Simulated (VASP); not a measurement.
Set up this calculation in VASP 6.6.1, as the native input.

| Item | Value |
| --- | --- |
| Task | single point |
| Functional | BLYP |
| Potentials or basis | VASP PAW PBE potentials, release 64 (Fe) |
| Cutoff | 520 eV |
| k mesh | 16 × 16 × 9 |
| Occupations | fermi-dirac, width 0.1 eV |
| Spin | no spin polarisation |
| Dipole correction | no |
| Further INCAR settings | ALGO = Normal; EDIFF = 1e-07; NBANDS = 15 |

The structure of Fe lies in POSCAR:

```
Fe
1.0
    2.5293655940      0.0000000000      0.0000000000
   -1.2646827970      2.1904948598      0.0000000000
    0.0000000000      0.0000000000      3.9888660711
Fe
2
Direct
    0.3333333333      0.6666666667      0.2500000000
    0.6666666667      0.3333333333      0.7500000000
```

This isn't the form of Fe at room conditions, which is bcc.

One way to write it, as run:

INCAR

```
SYSTEM = Fe
  AGGAC = 1.0
  AGGAX = 1.0
  ALDAC = 0.0
  ALDAX = 1.0
  ALGO = Normal
  EDIFF = 1E-7
  ENCUT = 520
  GGA = B5
  ISIF = 2
  ISMEAR = -1
  LASPH = .TRUE.
  LCHARG = .FALSE.
  LREAL = .FALSE.
  LWAVE = .FALSE.
  NBANDS = 15
  NELM = 80
  PREC = Accurate
  SIGMA = 0.1
```

KPOINTS

```
k-points
0
G
  16 16 9
  0 0 0
```

Potentials or basis: VASP PAW PBE potentials, release 64 (Fe).

The run is started by

```console
$ cat potpaw_PBE.64/Fe/POTCAR > POTCAR
$ mpirun -np 1 vasp_std > vasp.out
```

It gave:

```yaml
Pressure: -9.0 GPa
Band_gap_on_the_k_mesh: zero (bands 8 and 9 overlap by 1.66 eV)
```

Caveat: the cell stands under tension; the PAW data sets were made with another functional, which shifts forces and pressure a little; the run has no spin polarisation, though such a crystal can be magnetic.

Run time: 31 s on 1 thread of Intel(R) Xeon(R) 6975P-C (Granite Rapids) (shared host), peak memory 0.16 GiB.
